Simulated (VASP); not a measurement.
A run of VASP 6.6.1 is set up as follows.

The input INCAR:

```
SYSTEM = C
ALGO = Normal
EDIFF = 1E-6
ENCUT = 520
GGA = CA
ISIF = 2
ISMEAR = -1
LASPH = .TRUE.
LCHARG = .FALSE.
LREAL = .FALSE.
LWAVE = .FALSE.
NBANDS = 16
NELM = 80
PREC = Accurate
SIGMA = 0.05
```

The input KPOINTS:

```
k-points
0
G
  12 12 4
  0 0 0
```

File POSCAR:

```
C
1.0
    1.2198057890     -2.1127858072      0.0000000000
    1.2198057890      2.1127858072      0.0000000000
    0.0000000000      0.0000000000      7.1251235727
C
4
Direct
    0.9166205400      0.0833794600      0.7531376000
    0.4166205400      0.5833794600      0.2468624000
    0.0833794600      0.9166205400      0.2468624000
    0.5833794600      0.4166205400      0.7531376000
```

Potentials or basis: VASP PAW LDA potentials, release 64 (C).

Run with:

```console
$ cat potpaw_LDA.64/C/POTCAR > POTCAR
$ mpirun -np 1 vasp_std > vasp.out
```

Estimate the band gap on the k mesh.

0.03 eV.

What does it give for the pressure?

2.2 GPa.

What does it give for the largest force?

0.026 eV/Å.

Forces in eV/Å, atoms in the order of the input:
```
C    0.000 -0.026 -0.002
C    0.000 -0.026  0.002
C    0.000  0.026  0.002
C    0.000  0.026 -0.002
```

A k mesh can miss the band edges.
